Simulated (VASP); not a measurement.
Input of a VASP 6.6.1 run:

INCAR

```
  PREC = Accurate
  ENCUT = 520
  EDIFF = 1E-6
  ISMEAR = 0
  SIGMA = 0.01
  LREAL = False
  LASPH = True
  NELM = 100
  ALGO = Normal
  ISIF = 2
  LWAVE = False
  LCHARG = False
  GGA = PE
  NBANDS = 16
```

Contents of KPOINTS:

```
Automatic mesh
0
Gamma
  9 9 4
```

File POSCAR:

```
SiC
1.0
    3.1225517431      0.0000000000      0.0000000000
   -1.5612758715      2.7042091341      0.0000000000
    0.0000000000      0.0000000000      5.1245360725
Si C
2 2
Direct
    0.3333333333      0.6666666667      0.4995817067
    0.6666666667      0.3333333333      0.9995817067
    0.3333333333      0.6666666667      0.8754182933
    0.6666666667      0.3333333333      0.3754182933
```

Potentials or basis: VASP PAW PBE potentials, release 64 (Si, C).

The run is started by

```bash
$ cat potpaw_PBE.64/Si/POTCAR potpaw_PBE.64/C/POTCAR > POTCAR
$ mpirun -np 1 vasp_std > vasp.out
```

(1) Estimate the band gap on the k mesh.

(2) Predict the pressure.

(3) What does it give for the largest force?

## Answers

(1) 2.35 eV, indirect (least direct gap 3.92 eV).

(2) -6.0 GPa.

(3) 0.006 eV/Å.
